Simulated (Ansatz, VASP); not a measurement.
TaC2: VASP beside Ansatz

```
Ta C
1.0
     1.58570   -1.58570   -2.95430
     1.58570   -1.58570    2.95430
    -3.17140   -3.17140    0.00000
Ta C
2 4
Cartesian
  -1.5857 -4.7571 -2.9543
  0.0000 -3.1714 0.0000
  0.0000 -3.1714 2.2622
  -1.5857 -4.7571 -0.6921
  0.0000 -3.1714 -2.2622
  -1.5857 -4.7571 0.6921
```

Alike in both runs: task single point; functional PBE; k mesh 6 × 6 × 6; occupations gaussian, width 0.2 eV; no spin polarisation.

|  | VASP | Ansatz |
| --- | --- | --- |
| version | VASP 6.6.1 | Ansatz 0.2.0 |
| potentials or method | VASP PAW PBE potentials, release 64 (Ta_sv_GW, C), cutoff 600 eV | scalar-relativistic, plane waves, PAW |
| valence electrons in the cell | 42 | 42 |

|  | VASP | Ansatz | Ansatz less VASP |
| --- | --- | --- | --- |
| gap on the k mesh at the Fermi level (eV) | none | none | - |
| pressure (GPa) | 0.3 | 0.2 | -0.13 |
| traceless stress, the component that is largest in VASP (GPa) | -0.60 | -0.78 | -0.181 |
| rms of the force components (eV/Å) | 0.004 | 0.036 | +0.0320 |

Atom by atom the forces differ by 0.041 eV/Å (rms over components). A gap of «none» marks a metal or a gap that the smearing closes. With one functional, cell and mesh, what is left measures potentials, basis and numerics.

Neither program's run includes spin-orbit coupling.
